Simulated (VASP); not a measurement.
W, 8 atoms in the cell. Symmetry: Pm-3n, No. 223, cubic system. Conventional cell: a = 5.083 Å, b = 5.083 Å, c = 5.083 Å, α = 90.00°, β = 90.00°, γ = 90.00°. W (site symmetry m-3) has 12 W at 2.84 Å within 3.7 Å. Within 3.4 Å of W (site symmetry -4m2) lie 14 W at 2.54 to 3.11 Å. 

```yaml
Program: VASP 6.6.1
Task: single point
Functional: PBE
Potentials_or_basis: VASP PAW PBE potentials, release 64 (W_sv)
Cutoff: 520 eV
k_mesh: 8 × 8 × 8
Occupations: gaussian, width 0.05 eV
Spin: no spin polarisation
Dipole_correction: no
Further_INCAR_settings: ALGO = Fast; EDIFF = 1e-07; NBANDS = 66
```

Potentials or basis: VASP PAW PBE potentials, release 64 (W_sv).

Run with:

```bash
$ cat potpaw_PBE.64/W_sv/POTCAR > POTCAR
$ mpirun -np 1 vasp_std > vasp.out
```

Hardware: 1 thread of Intel Xeon 8259CL, with other jobs on the host.

How long does it take, and how much memory?

Run time: 11 min on 1 thread of Intel Xeon 8259CL, on a shared host, peak memory 0.36 GiB. Counts: scf iterations 17, k points 35.
